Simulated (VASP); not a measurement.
Al2GaAs3:

```
Al Ga As
1.0
     3.99311    0.01063   -0.06538
     0.01841    6.88924   -0.03538
    -0.16023   -0.05006    9.94805
Al Ga As
4 2 6
Direct
  0.97848 0.32746 0.67673
  0.48433 0.84447 0.68264
  0.51743 0.12516 0.31156
  0.00429 0.65015 0.36536
  0.48439 0.50851 0.99230
  0.01245 0.98368 0.01942
  0.98370 0.00828 0.75324
  0.53397 0.47868 0.73595
  0.97798 0.34115 0.39596
  0.48904 0.86798 0.41138
  0.51290 0.16982 0.07678
  0.02104 0.69465 0.07867
```

```yaml
Program: VASP 6.6.1
Task: relaxation of cell and atoms
Functional: PBE
Potentials_or_basis: VASP PAW PBE potentials, release 64 (Al, Ga_d, As)
Cutoff: 600 eV
k_mesh: 4 × 2 × 2
Occupations: gaussian, width 0.1 eV
Spin: no spin polarisation
```

At the start: pressure 7.2 GPa; volume 22.80 Å³/atom.

Problem. Where does the relaxation end?

Solution. Over 21 steps the energy falls by 360.5 meV/atom and the volume is 23.60 Å³/atom (+3.5 %); space group Cm (No. 8, to 0.05 Å).

Step by step:
```tsv
step	energy change (eV)	largest force (eV/Å)	pressure (GPa)	volume (Å³)
1	0.0000	7.3368	7.17	273.58
2	-2.3063	2.3403	-3.34	314.99
3	-3.2551	2.0478	-1.67	295.13
4	-3.2567	2.0382	-1.59	294.69
5	-3.9772	1.0014	-1.12	288.59
6	-4.0765	0.6831	-0.50	285.46
7	-4.1863	0.5228	0.30	281.65
8	-4.1952	0.5614	0.64	280.23
9	-4.2403	0.2883	0.01	283.01
10	-4.2486	0.3277	-0.39	284.85
11	-4.2816	0.2325	-0.13	283.80
12	-4.2982	0.2493	0.23	282.34
13	-4.3182	0.1776	0.01	283.31
14	-4.3182	0.1799	-0.02	283.34
15	-4.3242	0.0700	-0.03	283.44
16	-4.3242	0.0704	-0.03	283.44
17	-4.3253	0.0353	0.03	283.17
18	-4.3253	0.0374	0.04	283.13
19	-4.3258	0.0269	-0.05	283.40
20	-4.3258	0.0296	-0.05	283.46
21	-4.3263	0.0243	0.03	283.21
```

Final structure:
```
Al Ga As
1.0
     4.07963    0.00072    0.00101
     0.00062    7.00007   -0.01602
    -0.00485   -0.02933    9.91719
Al Ga As
4 2 6
Cartesian
  4.0726 2.3084 6.6154
  2.0257 5.8124 6.5955
  2.0385 1.1541 3.3085
  4.0742 4.6491 3.3008
  2.0433 3.4846 9.9024
  0.0071 -0.0183 9.9167
  4.0661 6.9714 7.4155
  2.0328 3.4751 7.4171
  4.0765 2.3122 4.1312
  2.0335 5.8142 4.1132
  2.0512 1.1773 0.8333
  0.0081 4.6744 0.8230
```

Caveat: the k points lie up to 0.45 Å⁻¹ apart in the final cell.
